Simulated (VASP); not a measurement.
# HfN (Fm-3m) in VASP: a series of runs

HfN is run at these levels: PBEsol; tasks: relaxation of cell and atoms, single point.

Everything below comes from runs of VASP 6.6.1. Logs are shortened: lines on timing, memory, paths and dates and some standing lists are left out, and cuts for length are marked.

### Step 1. The cell of the first run

It takes space group Fm-3m (No. 225, cubic). The conventional cell has a = 4.518 Å, b = 4.518 Å, c = 4.518 Å, α = 90.00°, β = 90.00°, γ = 90.00°. Hf (site symmetry m-3m) has 6 N at 2.26 Å within 3.0 Å. Within 3.0 Å of N (site symmetry m-3m) lie 6 Hf at 2.26 Å.

### Step 2. Relaxation of cell and atoms, PBEsol

File INCAR:

```
SYSTEM = HfN
PREC     = Accurate       ! precision mode
ENCUT    = 600            ! plane-wave cutoff, eV
EDIFF    = 1E-6           ! SCF threshold, eV
ISMEAR   = 0              ! smearing method
SIGMA    = 0.1            ! smearing width, eV
LREAL    = .False.        ! projectors in reciprocal space
LASPH    = .True.         ! aspherical terms in the spheres
NELM     = 100            ! most SCF steps
ALGO     = Normal         ! electronic algorithm
ISIF     = 3              ! what is computed and relaxed
LWAVE    = .False.        ! write WAVECAR
LCHARG   = .False.        ! write CHGCAR
GGA      = PS             ! functional
IBRION   = 2              ! ionic algorithm
NSW      = 100            ! ionic steps
EDIFFG   = -0.005         ! ionic threshold
```

File KPOINTS:

```
Automatic mesh
0
Gamma
  16 16 16
  0 0 0
```

File POSCAR:

```
HfN
1.0
    0.0000000000      2.2590000000      2.2590000000
    2.2590000000      0.0000000000      2.2590000000
    2.2590000000      2.2590000000      0.0000000000
Hf N
1 1
Direct
    0.0000000000      0.0000000000      0.0000000000
    0.5000000000      0.5000000000      0.5000000000
```

Potentials or basis: VASP PAW PBE potentials, release 64 (Hf_pv, N).

Launch:

```console
> cat potpaw_PBE.64/Hf_pv/POTCAR potpaw_PBE.64/N/POTCAR > POTCAR
> mpirun -np 1 vasp_std > vasp.out
```

OUTCAR:

```text
SYSTEM = HfN
   PREC = Accurate
   ENCUT = 600
   EDIFF = 1E-6
   ISMEAR = 0
   LREAL = .False.
   LASPH = .True.
   NELM = 100
   ISIF = 3
   GGA = PS
   IBRION = 2
   NSW = 100
   EDIFFG = -0.005

 ion  position               nearest neighbor table
   1  0.000  0.000  0.000-   2 2.26   2 2.26   2 2.26   2 2.26   2 2.26   2 2.26
   2  0.500  0.500  0.500-   1 2.26   1 2.26   1 2.26   1 2.26   1 2.26   1 2.26

  LATTYP: Found a face centered cubic cell.
 ALAT       =     4.5180000000

  Lattice vectors:

 A1 = (   0.0000000000,   2.2590000000,   2.2590000000)
 A2 = (   2.2590000000,   0.0000000000,   2.2590000000)
 A3 = (   2.2590000000,   2.2590000000,   0.0000000000)

Analysis of symmetry for initial positions (statically):
=====================================================================
 Subroutine PRICEL returns:
 Original cell was already a primitive cell.

 Routine SETGRP: Setting up the symmetry group for a
 face centered cubic supercell.

 Subroutine GETGRP returns: Found 48 space group operations
 (whereof 48 operations were pure point group operations)
 out of a pool of 48 trial point group operations.

The static configuration has the point symmetry O_h .

Analysis of symmetry for dynamics (positions and initial velocities):
=====================================================================
 Subroutine PRICEL returns:
 Original cell was already a primitive cell.

 Routine SETGRP: Setting up the symmetry group for a
 face centered cubic supercell.

 Subroutine GETGRP returns: Found 48 space group operations
 (whereof 48 operations were pure point group operations)
 out of a pool of 48 trial point group operations.

The dynamic configuration has the point symmetry O_h .

 Subroutine INISYM returns: Found 48 space group operations
 (whereof 48 operations are pure point group operations),
 and found     1 'primitive' translations

----------------------------------------------------------------------------------------

                                     Primitive cell

  volume of cell :      23.0557

  direct lattice vectors                    reciprocal lattice vectors
     0.000000000  2.259000000  2.259000000    -0.221336875  0.221336875  0.221336875
     2.259000000  0.000000000  2.259000000     0.221336875 -0.221336875  0.221336875
     2.259000000  2.259000000  0.000000000     0.221336875  0.221336875 -0.221336875

  length of vectors
     3.194708437  3.194708437  3.194708437     0.383366713  0.383366713  0.383366713

  position of ions in fractional coordinates (direct lattice)
     0.000000000  0.000000000  0.000000000
     0.500000000  0.500000000  0.500000000

  ion indices of the primitive-cell ions
   primitive index   ion index
                 1           1
                 2           2

----------------------------------------------------------------------------------------

 KPOINTS: Automatic mesh

Automatic generation of k-mesh.
 Grid dimensions read from file:
 generate k-points for:   16   16   16

 Generating k-lattice:

  Cartesian coordinates                     Fractional coordinates (reciprocal lattice)
    -0.013833555  0.013833555  0.013833555     0.062500000  0.000000000  0.000000000
     0.013833555 -0.013833555  0.013833555     0.000000000  0.062500000  0.000000000
     0.013833555  0.013833555 -0.013833555     0.000000000  0.000000000  0.062500000

  Length of vectors
     0.023960420  0.023960420  0.023960420

  Shift w.r.t. Gamma in fractional coordinates (k-lattice)
     0.000000000  0.000000000  0.000000000

 Subroutine IBZKPT returns following result:
 ===========================================

 Found    145 irreducible k-points:

 Following reciprocal coordinates:
            Coordinates               Weight
  0.000000  0.000000  0.000000      1.000000
  0.062500  0.000000  0.000000      8.000000
  0.125000  0.000000  0.000000      8.000000
  0.187500  0.000000  0.000000      8.000000
  0.250000  0.000000  0.000000      8.000000
  0.312500  0.000000  0.000000      8.000000
[... 16 lines left out ...]
 -0.125000  0.062500  0.000000     24.000000
 -0.062500  0.062500  0.000000     12.000000
 [... further k-points ...]
   k-points           NKPTS =    145   k-points in BZ     NKDIM =    145   number of bands    NBANDS=     11
   number of dos      NEDOS =    301   number of ions     NIONS =      2
   total plane-waves  NPLWV =  21952
   dimension x,y,z NGX =    28 NGY =   28 NGZ =   28
   dimension x,y,z NGXF=    56 NGYF=   56 NGZF=   56
   ions per type =               1   1
   NGX,Y,Z   is equivalent  to a cutoff of  14.57, 14.57, 14.57 a.u.
   NGXF,Y,Z  is equivalent  to a cutoff of  29.14, 29.14, 29.14 a.u.
 SYSTEM =  HfN
   PREC   = accura    normal or accurate (medium, high low for compatibility)
   ISTART =      0    job   : 0-new  1-cont  2-samecut
   ICHARG =      2    charge: 1-file 2-atom 10-const
   ISPIN  =      1    spin polarized calculation?
[... 54 lines left out ...]

  energy without entropy =      -22.98833069  energy(sigma->0) =      -22.98981343

------------------------ aborting loop because EDIFF is reached ----------------------------------------

  FORCE on cell =-STRESS in cart. coord.  units (eV):
  Direction    XX          YY          ZZ          XY          YZ          ZX
  --------------------------------------------------------------------------------------
  -------------------------------------------------------------------------------------
  Total       -0.7643845     -0.7643845     -0.7643845     -0.0000000      0.0000000      0.0000000
  in kB      -53.1182521    -53.1182521    -53.1182521     -0.0000000      0.0000000      0.0000000
  external PRESSURE =     -53.1182521 kB  Pullay stress =       0.0000000 kB

 VOLUME and BASIS-vectors are now :
 -----------------------------------------------------------------------------
  energy-cutoff  :      600.00
  volume of cell :       23.06
      direct lattice vectors                 reciprocal lattice vectors
     0.000000000  2.259000000  2.259000000    -0.221336875  0.221336875  0.221336875
     2.259000000  0.000000000  2.259000000     0.221336875 -0.221336875  0.221336875
     2.259000000  2.259000000  0.000000000     0.221336875  0.221336875 -0.221336875
[... 37 lines left out ...]
 POSITION                                       TOTAL-FORCE (eV/Angst)
 -----------------------------------------------------------------------------------
      0.00000      0.00000      0.00000         0.000000      0.000000      0.000000
      2.21735      2.21735      2.21735        -0.000000     -0.000000     -0.000000
 -----------------------------------------------------------------------------------
    total drift:                                0.000000      0.000000      0.000000

  FREE ENERGIE OF THE ION-ELECTRON SYSTEM (eV)
  ---------------------------------------------------
  free  energy   TOTEN  =       -22.9696893614 eV

  energy  without entropy=      -22.9667782913  energy(sigma->0) =      -22.96823383

--------------------------------------- Ionic step        3  -------------------------------------------

 number of electron      15.0000002 magnetization

 Free energy of the ion-electron system (eV)
  ---------------------------------------------------
  ext. energy  EPLUGINS =         0.00000000
  ---------------------------------------------------
  free energy    TOTEN  =       -22.99859276 eV

  energy without entropy =      -22.99564865  energy(sigma->0) =      -22.99712071

 E-fermi :   8.3578     XC(G=0): -12.9921

 val. band max:        8.3455874854   @ k =  -0.4375   0.3125   0.1250
 cond. band min:       8.3587879394   @ k =  -0.1250   0.0625   0.0000
 fundamental gap:      0.0132004540
 Fermi energy:         8.3578378872

 k-point     1 :       0.0000    0.0000    0.0000
  band No.  band energies     occupation
      1     -22.6208      2.00000
      2     -22.6208      2.00000
      3     -22.6208      2.00000
      4      -9.1840      2.00000
      5       5.3612      2.00000
      6       5.3612      2.00000
      7       5.3612      2.00000
      8       7.9834      2.00000
      9       7.9834      2.00000
     10       7.9834      2.00000
     11      10.3595      0.00000

 k-point     2 :       0.0625    0.0000    0.0000
  band No.  band energies     occupation
      1     -22.6649      2.00000
      2     -22.6244      2.00000
      3     -22.6244      2.00000
      4      -9.0882      2.00000
      5       4.9451      2.00000
      6       5.1143      2.00000
      7       5.1143      2.00000
      8       8.1042      1.99967
      9       8.1232      1.99909
     10       8.1232      1.99909
     11      10.6508      0.00000
[... 295 lines left out ...]
 k-point    24 :      -0.0625    0.0625    0.0000
  band No.  band energies     occupation
      1     -22.7259      2.00000
      2     -22.6469      2.00000
      3     -22.6227      2.00000
      4      -8.9349      2.00000
      5       4.3195      2.00000
      6       4.6682      2.00000
      7       4.9933      2.00000
      8       8.1614      1.99453
      9       8.1620      1.99439
     10       8.6207      0.00020
     11      10.5135      0.00000

 [... further k-points ...]
[... 5 lines left out ...]
  --------------------------------------------------------------------------------------
  -------------------------------------------------------------------------------------
  Total       -0.0083871     -0.0083871     -0.0083871      0.0000000     -0.0000000      0.0000000
  in kB       -0.5938479     -0.5938479     -0.5938479      0.0000000     -0.0000000      0.0000000
  external PRESSURE =      -0.5938479 kB  Pullay stress =       0.0000000 kB

 VOLUME and BASIS-vectors are now :
 -----------------------------------------------------------------------------
  energy-cutoff  :      600.00
  volume of cell :       22.63
      direct lattice vectors                 reciprocal lattice vectors
     0.000000000  2.244941657  2.244941657    -0.222722937  0.222722937  0.222722937
     2.244941657  0.000000000  2.244941657     0.222722937 -0.222722937  0.222722937
     2.244941657  2.244941657 -0.000000000     0.222722937  0.222722937 -0.222722937

 POSITION                                       TOTAL-FORCE (eV/Angst)
 -----------------------------------------------------------------------------------
      0.00000      0.00000      0.00000        -0.000000      0.000000     -0.000000
      2.24494      2.24494      2.24494         0.000000     -0.000000      0.000000
 -----------------------------------------------------------------------------------
    total drift:                                0.000000      0.000000      0.000000

  FREE ENERGIE OF THE ION-ELECTRON SYSTEM (eV)
  ---------------------------------------------------
  free  energy   TOTEN  =       -22.9985927630 eV

  energy  without entropy=      -22.9956486544  energy(sigma->0) =      -22.99712071

 reached required accuracy - stopping structural energy minimisation
```

Wall time 2.9 min (1 thread of Intel Xeon Platinum 8259CL at 2.50GHz (Skylake/Cascade Lake), shared host); peak memory 0.21 GiB.

Results:

- Free energy: -22.9986 eV
- Relaxed volume: 11.31 Å³/atom
- Relaxed cell: a = 3.175 Å, b = 3.175 Å, c = 3.175 Å, α = 60.00°, β = 60.00°, γ = 60.00°
- Space group after relaxing (to 0.05 Å): Fm-3m (No. 225)
- Energy gained by relaxing: 3.6 meV/atom
- Ionic steps: 3
- Pressure after relaxing: -0.1 GPa

The path:
| step | energy change (eV) | largest force (eV/Å) | pressure (GPa) | volume (Å³) |
| --- | --- | --- | --- | --- |
| 1 | 0.0000 | 0.0000 | -5.31 | 23.06 |
| 2 | 0.0216 | 0.0000 | 11.69 | 21.80 |
| 3 | -0.0073 | 0.0000 | -0.06 | 22.63 |

Final structure:
```
Hf N
1.0
     0.00000    2.24494    2.24494
     2.24494    0.00000    2.24494
     2.24494    2.24494    0.00000
Hf N
1 1
Direct
  0.00000 0.00000 0.00000
  0.50000 0.50000 0.50000
```

Caveat: the PAW data sets were made with another functional, which shifts forces and pressure a little; spin-orbit coupling is left out, which moves the levels of the heavy elements.

### Step 3. Single point, PBEsol

This run uses another cell than the first one, of 11.40 Å³/atom, 0.989 times its volume.

File INCAR:

```
ALGO = Normal ; EDIFF = 1E-6
ENCUT = 520 ; GGA = PS
ISIF = 2 ; ISMEAR = 0
LASPH = True ; LCHARG = False
LREAL = False ; LWAVE = False
NBANDS = 14 ; NELM = 100
PREC = Accurate ; SIGMA = 0.15
```

File KPOINTS:

```
k-points
0
Gamma
  14 14 14
```

File POSCAR:

```
HfN
1.0
    0.0000000000      2.2507757578      2.2507757578
    2.2507757578      0.0000000000      2.2507757578
    2.2507757578      2.2507757578      0.0000000000
Hf N
1 1
Direct
    0.0000000000      0.0000000000      0.0000000000
    0.5000000000      0.5000000000      0.5000000000
```

Potentials or basis: VASP PAW PBE potentials, release 64 (Hf_pv, N).

Launch:

```console
> cat potpaw_PBE.64/Hf_pv/POTCAR potpaw_PBE.64/N/POTCAR > POTCAR
> mpirun -np 1 vasp_std > vasp.out
```

It took 26 s on 1 thread of Intel Xeon 8259CL, shared host; peak memory 0.16 GiB.

It converged, with:

* Free energy: -22.9930 eV
* Pressure: -2.1 GPa

Levels at points of the mesh, in eV from the Fermi level:
| k point | band 4 | band 5 | band 6 | band 7 | band 8 | band 9 | band 10 | band 11 | band 12 | band 13 |
| --- | --- | --- | --- | --- | --- | --- | --- | --- | --- | --- |
| (0.00, 0.00, 0.00) | -17.50 | -2.99 | -2.99 | -2.99 | -0.37 | -0.37 | -0.37 | 1.93 | 1.98 | 1.98 |
| (0.50, 0.00, 0.00) | -14.66 | -8.96 | -6.22 | -6.22 | 3.35 | 3.78 | 3.78 | 4.47 | 9.01 | 9.01 |
| (0.50, 0.50, 0.00) | -16.38 | -5.38 | -3.88 | -3.65 | -3.65 | 4.16 | 5.64 | 5.64 | 5.75 | 8.09 |

Caveat: the PAW data sets were made with another functional, which shifts forces and pressure a little; spin-orbit coupling is left out, which moves the levels of the heavy elements.

### Step 4. Single point, PBEsol

This run uses another cell than the first one, of 11.40 Å³/atom, 0.989 times its volume.

File INCAR:

```
SYSTEM = HfN
PREC = Accurate
ENCUT = 600
EDIFF = 1E-6
ISMEAR = 0
SIGMA = 0.15
LREAL = .FALSE.
LASPH = .TRUE.
NELM = 120
ALGO = Normal
ISIF = 2
LWAVE = .FALSE.
LCHARG = .FALSE.
GGA = PS
NBANDS = 14
GGA_COMPAT = .FALSE.
```

File KPOINTS:

```
Automatic mesh
0
G
  22 22 22
  0 0 0
```

File POSCAR:

```
HfN
1.0
    0.0000000000      2.2507757579      2.2507757579
    2.2507757579      0.0000000000      2.2507757579
    2.2507757579      2.2507757579      0.0000000000
Hf N
1 1
Direct
    0.0000000000      0.0000000000      0.0000000000
    0.5000000000      0.5000000000      0.5000000000
```

Launch:

```console
> cat potpaw_PBE.64/Hf_pv/POTCAR potpaw_PBE.64/N/POTCAR > POTCAR
> mpirun -np 1 vasp_std > vasp.out
```

Run time: 54 s. Hardware: 1 thread of Intel Xeon 6975P-C (Granite Rapids), shared host; peak memory 0.27 GiB.

It converged, with:

```
Free energy : -22.9980 eV
Pressure    : -2.3 GPa
```

Levels at points of the mesh, in eV from the Fermi level:
```csv
k point,band 5,band 6,band 7,band 8,band 9,band 10,band 11,band 12
"(0.00, 0.00, 0.00)",-3.00,-3.00,-3.00,-0.38,-0.38,-0.38,1.92,1.97
"(0.50, 0.00, 0.00)",-8.97,-6.23,-6.23,3.35,3.77,3.77,4.46,9.00
"(0.50, 0.50, 0.00)",-5.39,-3.89,-3.66,-3.66,4.15,5.64,5.64,5.74
```

Caveat: the PAW data sets were made with another functional, which shifts forces and pressure a little; spin-orbit coupling is left out, which moves the levels of the heavy elements.

### Step 5. Single point, PBEsol

This run uses another cell than the first one, of 9.99 Å³/atom, 0.866 times its volume.

File INCAR:

```
ALGO     = Normal         # electronic algorithm
EDIFF    = 1E-6           # SCF threshold, eV
ENCUT    = 520            # plane-wave cutoff, eV
GGA      = PS             # functional
ISIF     = 2              # what is computed and relaxed
ISMEAR   = -1             # smearing method
LASPH    = True           # aspherical terms in the spheres
LCHARG   = False          # write CHGCAR
LREAL    = False          # projectors in reciprocal space
LWAVE    = False          # write WAVECAR
NBANDS   = 14             # bands
NELM     = 60             # most SCF steps
PREC     = Accurate       # precision mode
SIGMA    = 0.15           # smearing width, eV
```

File KPOINTS:

```
k-points
0
Gamma
  16 16 16
```

File POSCAR:

```
HfN
1.0
    0.0000000000      2.1535179811      2.1535179811
    2.1535179811      0.0000000000      2.1535179811
    2.1535179811      2.1535179811      0.0000000000
Hf N
1 1
Direct
    0.0000000000      0.0000000000      0.0000000000
    0.5000000000      0.5000000000      0.5000000000
```

Launch:

```console
> cat potpaw_PBE.64/Hf_pv/POTCAR potpaw_PBE.64/N/POTCAR > POTCAR
> mpirun -np 1 vasp_std > vasp.out
```

It took 14 s on 1 thread of Intel Xeon 6975P-C (Granite Rapids), shared host; peak memory 0.17 GiB.

Results (log left out):

- Free energy: -22.6560 eV
- Pressure: 47.9 GPa

Levels at points of the mesh, in eV from the Fermi level:
```csv
k point,band 5,band 6,band 7,band 8,band 9,band 10,band 11,band 12
"(0.00, 0.00, 0.00)",-3.12,-3.12,-3.12,-0.47,-0.47,-0.47,2.31,2.31
"(0.50, 0.00, 0.00)",-9.75,-6.93,-6.93,4.01,4.49,4.49,5.23,10.74
"(0.50, 0.50, 0.00)",-5.23,-4.54,-3.66,-3.66,4.92,6.75,6.75,7.49
```

Caveat: the PAW data sets were made with another functional, which shifts forces and pressure a little; spin-orbit coupling is left out, which moves the levels of the heavy elements.

### Step 6. Overview

```tsv
task	cell	k mesh	cutoff (eV)	smearing	gap on the mesh (eV)	pressure (GPa)
relaxation of cell and atoms	relaxed from a = 3.195 Å, angles 60.0°, 2 atoms	16 × 16 × 16	600	gaussian 0.1 eV	none	-0.1
single point	a = 3.183 Å, angles 60.0°, 2 atoms	14 × 14 × 14	520	gaussian 0.15 eV	none	-2.1
single point	a = 3.183 Å, angles 60.0°, 2 atoms	22 × 22 × 22	600	gaussian 0.15 eV	none	-2.3
single point	a = 3.046 Å, angles 60.0°, 2 atoms	16 × 16 × 16	520	fermi-dirac 0.15 eV	none	47.9
```

Alike in all rows: level PBEsol; potentials or basis VASP PAW PBE potentials, release 64 (Hf_pv, N); no spin polarisation.

Caveats: the PAW data sets were made with another functional, which shifts forces and pressure a little; spin-orbit coupling is left out, which moves the levels of the heavy elements.

Total energies depend on the potentials used, so only differences within one code and one set of settings carry meaning.
